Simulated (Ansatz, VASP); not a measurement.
Two plane-wave programs on Mo4N

File INCAR:

```
SYSTEM = Mo4N
ALGO = Normal
EDIFF = 1E-7
EDIFFG = -0.01
ENCUT = 600
GGA = PE
IBRION = 2
ISIF = 3
ISMEAR = 0
LASPH = .TRUE.
LCHARG = .FALSE.
LREAL = .FALSE.
LWAVE = .FALSE.
NELM = 100
NSW = 100
PREC = Accurate
SIGMA = 0.1
```

File KPOINTS:

```
k-points
0
G
  10 10 10
  0 0 0
```

The input POSCAR:

```
Mo4N
1.0
    4.2104072327      0.0000000000      0.0000000000
    0.0000000000      4.2104072327      0.0000000000
    0.0000000000      0.0000000000      4.2104072327
Mo N
4 1
Direct
    0.2370525491      0.2370525491      0.2370525491
    0.7629474509      0.7629474509      0.2370525491
    0.7629474509      0.2370525491      0.7629474509
    0.2370525491      0.7629474509      0.7629474509
    0.5000000000      0.5000000000      0.5000000000
```

Input for Ansatz:

```yaml
crystal:
  lattice:
    - [4.2104072327, 0.0, 0.0]
    - [0.0, 4.2104072327, 0.0]
    - [0.0, 0.0, 4.2104072327]
  atoms:
    - { symbol: Mo, position: [0.2370525491, 0.2370525491, 0.2370525491] }
    - { symbol: Mo, position: [0.7629474509, 0.7629474509, 0.2370525491] }
    - { symbol: Mo, position: [0.7629474509, 0.2370525491, 0.7629474509] }
    - { symbol: Mo, position: [0.2370525491, 0.7629474509, 0.7629474509] }
    - { symbol: "N", position: [0.5, 0.5, 0.5] }
basis:
  ecutwfc: 420
kpoints:
  mp_grid: { grid: [10, 10, 10] }
hamiltonian:
  xc: pbe
scf:
  occupations: { method: gaussian, width: 0.1 }
output:
  forces: true
  stress: true
  eigenvalues: true
relax:
  adjacent_minimum: "off"
  f_tol: 0.01
  max_steps: 80
  cell: { stress_tol: 0.05 }
```

Alike in both runs: task relaxation of cell and atoms; functional PBE; k mesh 10 × 10 × 10; occupations gaussian, width 0.1 eV; no spin polarisation.

|  | VASP | Ansatz |
| --- | --- | --- |
| version | VASP 6.6.1 | Ansatz 0.2.0 |
| potentials or method | VASP PAW PBE potentials, release 64 (Mo_sv, N), cutoff 600 eV | scalar-relativistic, plane waves, PAW |
| valence electrons in the cell | 61 | 61 |

```tsv
	VASP	Ansatz	Ansatz less VASP
gap on the k mesh at the Fermi level, each at its own relaxed structure (eV)	none	none	-
relaxed volume (Å³/atom)	14.93	14.92	-0.015
relaxed cell length with the largest relative difference (Å)	4.211	4.209	-0.0014
```

A gap of «none» marks a metal or a gap that the smearing closes.
